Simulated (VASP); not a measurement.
# MgS (e600) (I4/mmm) in VASP: notebook, part 2 of 2

VASP 6.6.1. The steps go on from the part before.

## Step 5: Relaxation of the atoms, PBEsol (strained cell)

Contents of INCAR:

```
SYSTEM = MgS
PREC = Accurate ; ENCUT = 520
EDIFF = 1E-7 ; ISMEAR = 0
SIGMA = 0.02 ; LREAL = .FALSE.
LASPH = .TRUE. ; NELM = 120
ALGO = Normal ; ISIF = 2
LWAVE = .FALSE. ; LCHARG = .FALSE.
GGA = PS ; IBRION = 2
NSW = 60 ; EDIFFG = -0.002
GGA_COMPAT = .FALSE. ; NELMIN = 4
```

Contents of KPOINTS:

```
regular mesh
0
G
  6 6 6
  0 0 0
```

Contents of POSCAR:

```
MgS
1.0
    0.0000000000      2.5653969554      2.6068579163
    2.5653969554      0.0000000000      2.6068579163
    2.5653969554      2.5653969554      0.0000000000
Mg S
1 1
Direct
    0.0000000000      0.0000000000      0.0000000000
    0.5000000000      0.5000000000      0.5000000000
```

Potentials or basis: VASP PAW PBE potentials, release 64 (Mg, S).

Started as:

```bash
cat potpaw_PBE.64/Mg/POTCAR potpaw_PBE.64/S/POTCAR > POTCAR
mpirun -np 1 vasp_std > vasp.out
```

OUTCAR:

```text
SYSTEM = MgS
   PREC = Accurate
   ENCUT = 520
   EDIFF = 1E-7
   ISMEAR = 0
   LREAL = .FALSE.
   LASPH = .TRUE.
   NELM = 120
   ISIF = 2
   GGA = PS
   IBRION = 2
   NSW = 60
   EDIFFG = -0.002
   NELMIN = 4

 ion  position               nearest neighbor table
   1  0.000  0.000  0.000-   2 2.57   2 2.57   2 2.57   2 2.57   2 2.61   2 2.61
   2  0.500  0.500  0.500-   1 2.57   1 2.57   1 2.57   1 2.57   1 2.61   1 2.61
[... 458 lines left out ...]

------------------------ aborting loop because EDIFF is reached ----------------------------------------

  FORCE on cell =-STRESS in cart. coord.  units (eV):
  Direction    XX          YY          ZZ          XY          YZ          ZX
  --------------------------------------------------------------------------------------
  -------------------------------------------------------------------------------------
  Total        0.3453271      0.3453271     -0.0571488      0.0000000     -0.0000000     -0.0000000
  in kB       16.1244450     16.1244450     -2.6684614      0.0000000     -0.0000000     -0.0000000
  external PRESSURE =       9.8601429 kB  Pullay stress =       0.0000000 kB

 VOLUME and BASIS-vectors are now :
 -----------------------------------------------------------------------------
  energy-cutoff  :      520.00
  volume of cell :       34.31
      direct lattice vectors                 reciprocal lattice vectors
     0.000000000  2.565396955  2.606857916    -0.194901611  0.194901611  0.191801784
     2.565396955  0.000000000  2.606857916     0.194901611 -0.194901611  0.191801784
     2.565396955  2.565396955  0.000000000     0.194901611  0.194901611 -0.191801784

 POSITION                                       TOTAL-FORCE (eV/Angst)
 -----------------------------------------------------------------------------------
      0.00000      0.00000      0.00000         0.000000     -0.000000      0.000000
      2.56540      2.56540      2.60686        -0.000000      0.000000      0.000000
 -----------------------------------------------------------------------------------
    total drift:                                0.000000      0.000000      0.000000

  FREE ENERGIE OF THE ION-ELECTRON SYSTEM (eV)
  ---------------------------------------------------
  free  energy   TOTEN  =        -9.0686219593 eV

  energy  without entropy=       -9.0686219593  energy(sigma->0) =       -9.06862196

 reached required accuracy - stopping structural energy minimisation
```

OSZICAR:

```text
N       E                     dE             d eps       ncg     rms          rms(c)
DAV:   1     0.245692072332E+02    0.24569E+02   -0.36920E+03   488   0.802E+02
DAV:   2    -0.836230874893E+01   -0.32932E+02   -0.31020E+02   624   0.111E+02
DAV:   3    -0.942811348174E+01   -0.10658E+01   -0.10658E+01   552   0.267E+01
DAV:   4    -0.943294525749E+01   -0.48318E-02   -0.48318E-02   784   0.199E+00
DAV:   5    -0.943294786806E+01   -0.26106E-05   -0.26106E-05   632   0.451E-02    0.422E+00
DAV:   6    -0.911290058078E+01    0.32005E+00   -0.79686E-01   504   0.440E+00    0.321E+00
DAV:   7    -0.907115804282E+01    0.41743E-01   -0.20208E-01   576   0.234E+00    0.196E+00
DAV:   8    -0.906870668038E+01    0.24514E-02   -0.82575E-03   560   0.729E-01    0.626E-01
DAV:   9    -0.906861751468E+01    0.89166E-04   -0.28821E-04   608   0.134E-01    0.235E-01
DAV:  10    -0.906862064023E+01   -0.31255E-05   -0.45196E-05   616   0.415E-02    0.508E-02
DAV:  11    -0.906862218522E+01   -0.15450E-05   -0.84152E-07   720   0.796E-03    0.130E-02
DAV:  12    -0.906862201171E+01    0.17351E-06   -0.79249E-08   392   0.168E-03    0.358E-03
DAV:  13    -0.906862195935E+01    0.52362E-07   -0.23609E-08   320   0.933E-04
   1 F= -.90686220E+01 E0= -.90686220E+01  d E =-.906862E+01
```

CONTCAR:

```text
MgS
   1.00000000000000
     0.0000000000000000    2.5653969553999998    2.6068579163000001
     2.5653969553999998    0.0000000000000000    2.6068579163000001
     2.5653969553999998    2.5653969553999998    0.0000000000000000
  Mg              S
     1     1
Direct
     0.0000000000000000    0.0000000000000000    0.0000000000000000
     0.5000000000000000    0.5000000000000000    0.5000000000000000

  0.00000000E+00  0.00000000E+00  0.00000000E+00
  0.00000000E+00  0.00000000E+00  0.00000000E+00
```

Wall time 8.3 s (1 thread of Intel Xeon 6975P-C, shared host); peak memory 0.16 GiB.

What came out:

| Property | Result |
| --- | --- |
| Free energy | -9.0686 eV |
| Pressure after relaxing | 1.0 GPa |
| Band gap on the k mesh | 2.68 eV, indirect (least direct gap 3.75 eV) |

Stress tensor (GPa, compression positive):
```
 1.61  0.00  0.00
 0.00  1.61  0.00
 0.00  0.00 -0.27
```

Final structure:
```
CELL_PARAMETERS angstrom
0.00000 2.56540 2.60686
2.56540 0.00000 2.60686
2.56540 2.56540 0.00000
ATOMIC_POSITIONS crystal
Mg 0.00000 0.00000 0.00000
S 0.50000 0.50000 0.50000
```

Levels at points of the mesh, in eV from the valence-band top:
```tsv
k point	band 1	band 2	band 3	band 4	band 5	band 6	band 7	band 8
(0.00, 0.00, 0.00)	-12.88	-0.07	-0.07	0.00	3.75	7.68	7.85	7.85
(0.50, 0.00, 0.00)	-11.49	-5.08	-0.70	-0.65	4.39	6.73	6.90	10.30
(0.50, 0.50, 0.00)	-11.13	-4.46	-1.76	-1.76	2.77	4.16	11.98	12.82
(0.50, 0.00, 0.50)	-11.07	-4.44	-1.91	-1.77	2.68	4.10	12.14	12.86
```

Caveat: the cell differs from its parent crystal (strained cell); the relaxation stopped at its first step, so nothing moved; the PAW data sets were made with another functional, which shifts forces and pressure a little.

## Step 6: Relaxation of the atoms, PBEsol (strained cell)

Contents of INCAR:

```
SYSTEM = MgS
ALGO = Normal
EDIFF = 1E-7
EDIFFG = -0.002
ENCUT = 520
GGA = PS
GGA_COMPAT = .FALSE.
IBRION = 2
ISIF = 2
ISMEAR = 0
LASPH = .TRUE.
LCHARG = .FALSE.
LREAL = .FALSE.
LWAVE = .FALSE.
NELM = 120
NELMIN = 4
NSW = 60
PREC = Accurate
SIGMA = 0.02
```

Contents of KPOINTS:

```
k-points
0
G
  6 6 6
  0 0 0
```

Contents of POSCAR:

```
MgS
1.0
    0.0000000000      2.5653969554      2.6055130538
    2.5653969554      0.0000000000      2.6055130538
    2.5653969554      2.5653969554      0.0000000000
Mg S
1 1
Direct
    0.0000000000      0.0000000000      0.0000000000
    0.5000000000      0.5000000000      0.5000000000
```

Potentials or basis: VASP PAW PBE potentials, release 64 (Mg, S).

Started as:

```bash
cat potpaw_PBE.64/Mg/POTCAR potpaw_PBE.64/S/POTCAR > POTCAR
mpirun -np 1 vasp_std > vasp.out
```

Wall time 5.9 s (1 thread of Intel Xeon 6975P-C, shared host); peak memory 0.16 GiB.

Results (log left out):

* Free energy: -9.0686 eV
* Pressure after relaxing: 1.0 GPa
* Band gap on the k mesh: 2.69 eV, indirect (least direct gap 3.76 eV)

Stress tensor (GPa, compression positive):
```
 1.63  0.00  0.00
 0.00  1.63  0.00
 0.00  0.00 -0.19
```

Final structure:
```yaml
crystal:
  lattice:
    - [0.00000, 2.56540, 2.60551]
    - [2.56540, 0.00000, 2.60551]
    - [2.56540, 2.56540, 0.00000]
  atoms:
    - { symbol: Mg, position: [0.00000, 0.00000, 0.00000] }
    - { symbol: S, position: [0.50000, 0.50000, 0.50000] }
```

Levels at points of the mesh, in eV from the valence-band top:
| k point | band 2 | band 3 | band 4 | band 5 | band 6 | band 7 |
| --- | --- | --- | --- | --- | --- | --- |
| (0.00, 0.00, 0.00) | -0.07 | -0.07 | 0.00 | 3.76 | 7.68 | 7.85 |
| (0.50, 0.00, 0.00) | -5.08 | -0.70 | -0.65 | 4.39 | 6.73 | 6.90 |
| (0.50, 0.50, 0.00) | -4.46 | -1.76 | -1.76 | 2.77 | 4.15 | 11.99 |
| (0.50, 0.00, 0.50) | -4.44 | -1.90 | -1.77 | 2.69 | 4.10 | 12.14 |

Caveat: the cell differs from its parent crystal (strained cell); the relaxation stopped at its first step, so nothing moved; the PAW data sets were made with another functional, which shifts forces and pressure a little.

## Step 7: The runs side by side

| task | cell | cutoff (eV) | smearing | gap on the mesh (eV) | pressure (GPa) |
| --- | --- | --- | --- | --- | --- |
| single point | a = 3.656, b = 3.656, c = 3.628 Å, angles 60.3, 60.3, 59.5°, 2 atoms | 600 | gaussian 0.02 eV | 2.69 | 1.0 |
| single point | a = 3.656, b = 3.656, c = 3.628 Å, angles 60.3, 60.3, 59.5°, 2 atoms | 600 | gaussian 0.01 eV | 2.69 | 1.0 |
| relaxation of the atoms | atoms relaxed from a = 3.657, b = 3.657, c = 3.628 Å, angles 60.3, 60.3, 59.5°, 2 atoms | 520 | gaussian 0.02 eV | 2.68 | 1.0 |
| relaxation of the atoms | atoms relaxed from a = 3.656, b = 3.656, c = 3.628 Å, angles 60.3, 60.3, 59.5°, 2 atoms | 520 | gaussian 0.02 eV | 2.69 | 1.0 |

Alike in all rows: level PBEsol; potentials or basis VASP PAW PBE potentials, release 64 (Mg, S); no spin polarisation; k mesh 6 × 6 × 6.

Caveats: the PAW data sets were made with another functional, which shifts forces and pressure a little; the relaxation stopped at its first step, so nothing moved (some runs).

Total energies depend on the potentials used, so only differences within one code and one set of settings carry meaning.
